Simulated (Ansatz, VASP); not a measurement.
## ZnS: VASP beside Ansatz

```xyz
2
Lattice="0.0000 2.6891 2.6891 2.6891 0.0000 2.6891 2.6891 2.6891 0.0000" Properties=species:S:1:pos:R:3 pbc="T T T"
Zn    0.0000    0.0000    0.0000
S     1.3445    1.3445    1.3445
```

Change from the starting cell: volume scaled by 0.98, ions relaxed.

Alike in both runs: functional PBE; k mesh 14 × 14 × 14; occupations fermi-dirac, width 0.02 eV; no spin polarisation.

Ansatz relaxed the structure, and its values are those at the end. VASP's run is a single point on that final structure, the one shown.

```csv
,VASP,Ansatz
version,VASP 6.6.1,Ansatz 0.2.0
potentials or method,"VASP PAW PBE potentials, release 64 (Zn, S)","plane-wave PAW, scalar-relativistic"
plane-wave cutoff (eV),520,420
valence electrons in the cell,18,18
```

Ansatz gave:

- gap on the k mesh at the Fermi level (eV): 2.17
- pressure (GPa): 2.7

Question: Estimate VASP's values.

Answer: gap on the k mesh at the Fermi level (eV): 2.18; pressure (GPa): 2.9.

With one functional, cell and mesh, what is left measures potentials, basis and numerics. Ansatz's warnings: stress scf threshold loose.
